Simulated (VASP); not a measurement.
# Zr (P6_3/mmc) in VASP: further runs, part 2 of 2

VASP 6.6.1. Earlier steps stand in the parts before.

## Step 4: Single point, PBEsol (zz strain of +2 %)

Input file INCAR:

```
PREC = Accurate
ENCUT = 520
EDIFF = 1E-6
ISMEAR = -1
SIGMA = 0.08
LREAL = F
LASPH = T
NELM = 60
ALGO = Normal
ISIF = 2
LWAVE = F
LCHARG = T
GGA = PS
LELF = T
LVHAR = T
NBANDS = 19
```

Input file KPOINTS:

```
Automatic mesh
0
Gamma
  13 13 7
```

Input file POSCAR:

```
Zr
1.0
    3.2319982225      0.0000000000      0.0000000000
   -1.6159991112      2.7989925656      0.0000000000
    0.0000000000      0.0000000000      5.2499400000
Zr
2
Direct
    0.3333333333      0.6666666667      0.2500000000
    0.6666666667      0.3333333333      0.7500000000
```

Potentials or basis: VASP PAW PBE potentials, release 64 (Zr_sv).

Run with:

```bash
cat potpaw_PBE.64/Zr_sv/POTCAR > POTCAR
mpirun -np 1 vasp_std > vasp.out
```

OUTCAR:

```text
PREC = Accurate
   ENCUT = 520
   EDIFF = 1E-6
   ISMEAR = -1
   LREAL = F
   LASPH = T
   NELM = 60
   ISIF = 2
   GGA = PS

 ion  position               nearest neighbor table
   1  0.333  0.667  0.250-   2 3.22   2 3.22   2 3.22   2 3.22   2 3.22   2 3.22
   2  0.667  0.333  0.750-   1 3.22   1 3.22   1 3.22   1 3.22   1 3.22   1 3.22

  LATTYP: Found a hexagonal cell.
 ALAT       =     3.2319982225
 C/A-ratio  =     1.6243635171

  Lattice vectors:

 A1 = (   3.2319982225,   0.0000000000,   0.0000000000)
 A2 = (  -1.6159991112,   2.7989925656,   0.0000000000)
 A3 = (   0.0000000000,   0.0000000000,   5.2499400000)

Analysis of symmetry for initial positions (statically):
=====================================================================
 Subroutine PRICEL returns:
 Original cell was already a primitive cell.

 Routine SETGRP: Setting up the symmetry group for a
 hexagonal supercell.

 Subroutine GETGRP returns: Found 24 space group operations
 (whereof 12 operations were pure point group operations)
[... 161 lines left out ...]
  free energy    TOTEN  =       -18.14262895 eV

  energy without entropy =      -18.09675595  energy(sigma->0) =      -18.11969245

 E-fermi :   8.6256     XC(G=0): -11.1117

 val. band max:        8.5994534676   @ k =   0.1538   0.0000   0.0000
 cond. band min:       8.6293297960   @ k =   0.1538   0.0000   0.0000
 fundamental gap:      0.0298763285
 Fermi energy:         8.6256202658

 k-point     1 :       0.0000    0.0000    0.0000
  band No.  band energies     occupation
      1     -40.1201      2.00000
      2     -39.9870      2.00000
      3     -18.6176      2.00000
      4     -17.7942      2.00000
      5     -17.7942      2.00000
      6     -17.7004      2.00000
[... 505 lines left out ...]
      6     -17.8342      2.00000
[... 11 lines left out ...]
     18      10.8747      0.00000
     19      13.2950      0.00000

 [... further k-points ...]

------------------------ aborting loop because EDIFF is reached ----------------------------------------

  FORCE on cell =-STRESS in cart. coord.  units (eV):
  Direction    XX          YY          ZZ          XY          YZ          ZX
  --------------------------------------------------------------------------------------
  -------------------------------------------------------------------------------------
  Total       -1.3703768     -1.3703768     -1.7025867     -0.0000000      0.0000000      0.0000000
  in kB      -46.2299450    -46.2299450    -57.4371171     -0.0000000      0.0000000      0.0000000
  external PRESSURE =     -49.9656690 kB  Pullay stress =       0.0000000 kB

 VOLUME and BASIS-vectors are now :
 -----------------------------------------------------------------------------
  energy-cutoff  :      520.00
  volume of cell :       47.49
      direct lattice vectors                 reciprocal lattice vectors
     3.231998223  0.000000000  0.000000000     0.309406111  0.178635701  0.000000000
    -1.615999111  2.798992566  0.000000000     0.000000000  0.357271403  0.000000000
     0.000000000  0.000000000  5.249940000     0.000000000  0.000000000  0.190478367

 POSITION                                       TOTAL-FORCE (eV/Angst)
 -----------------------------------------------------------------------------------
     -0.00000      1.86600      1.31248         0.000000      0.000000      0.000000
      1.61600      0.93300      3.93745        -0.000000     -0.000000      0.000000
 -----------------------------------------------------------------------------------
    total drift:                               -0.000000      0.000000     -0.000000

  FREE ENERGIE OF THE ION-ELECTRON SYSTEM (eV)
  ---------------------------------------------------
  free  energy   TOTEN  =       -18.1426289492 eV

  energy  without entropy=      -18.0967559510  energy(sigma->0) =      -18.11969245
```

OSZICAR:

```text
N       E                     dE             d eps       ncg     rms          rms(c)
DAV:   1     0.214939032594E+03    0.21494E+03   -0.13279E+04  3192   0.125E+03
DAV:   2    -0.286186979734E+01   -0.21780E+03   -0.21359E+03  3751   0.366E+02
DAV:   3    -0.185787433166E+02   -0.15717E+02   -0.15567E+02  5752   0.712E+01
DAV:   4    -0.189922188154E+02   -0.41348E+00   -0.41303E+00  3800   0.118E+01
DAV:   5    -0.190052319724E+02   -0.13013E-01   -0.13011E-01  4758   0.143E+00    0.145E+01
DAV:   6    -0.182864668863E+02    0.71877E+00   -0.10745E+00  3479   0.756E+00    0.562E+00
DAV:   7    -0.181392682757E+02    0.14720E+00   -0.66196E-01  4589   0.512E+00    0.115E+00
DAV:   8    -0.181424273873E+02   -0.31591E-02   -0.34815E-02  4175   0.146E+00    0.254E-01
DAV:   9    -0.181426453454E+02   -0.21796E-03   -0.17223E-03  4327   0.348E-01    0.249E-02
DAV:  10    -0.181426251282E+02    0.20217E-04   -0.51003E-05  4455   0.399E-02    0.223E-02
DAV:  11    -0.181426289170E+02   -0.37888E-05   -0.88607E-06  3633   0.319E-02    0.160E-03
DAV:  12    -0.181426289492E+02   -0.32201E-07   -0.25611E-07  2031   0.387E-03
   1 F= -.18142629E+02 E0= -.18119692E+02  d E =-.458730E-01
```

stdout:

```text
POSCAR found type information on POSCAR Zr
 POSCAR found :  1 types and       2 ions
 scaLAPACK will be used
 -----------------------------------------------------------------------------
|                                                                             |
|                                                                             |
|     You enforced a specific xc type in the INCAR file but a different       |
|     I HOPE YOU KNOW WHAT YOU ARE DOING!                                     |
|                                                                             |
 -----------------------------------------------------------------------------

 LDA part: xc-table for (Slater+PW92), standard interpolation
 POSCAR, INCAR and KPOINTS ok, starting setup
 FFT: planning ... GRIDC
 FFT: planning ... GRID_SOFT
 FFT: planning ... GRID
 WAVECAR not read
 entering main loop
```

Wall time 74 s (1 thread of Intel Xeon 8259CL, shared host); peak memory 0.2 GiB.

Results:

| Quantity | Value |
| --- | --- |
| Free energy | -18.1426 eV |
| Pressure | -5.0 GPa |
| Band gap on the k mesh | zero (bands 12 and 13 overlap by 1.11 eV) |

Caveat: the cell differs from its parent crystal (zz strain of +2 %); the cell stands under tension; the PAW data sets were made with another functional, which shifts forces and pressure a little.

## Step 5: The runs side by side

| cell | gap on the mesh (eV) | pressure (GPa) |
| --- | --- | --- |
| a = 3.232, b = 3.232, c = 5.198 Å, angles 90.0, 90.0, 120.0°, 2 atoms | none | -4.1 |
| a = 3.243, b = 3.243, c = 5.164 Å, angles 90.0, 90.0, 120.0°, 2 atoms | none | -4.1 |
| a = 3.232, b = 3.232, c = 5.250 Å, angles 90.0, 90.0, 120.0°, 2 atoms | none | -5.0 |

Alike in all rows: task single point; level PBEsol; potentials or basis VASP PAW PBE potentials, release 64 (Zr_sv); no spin polarisation; k mesh 13 × 13 × 7; cutoff (eV) 520; smearing fermi-dirac 0.08 eV.

Caveats: the cell stands under tension; the PAW data sets were made with another functional, which shifts forces and pressure a little.

Total energies depend on the potentials used, so only differences within one code and one set of settings carry meaning.
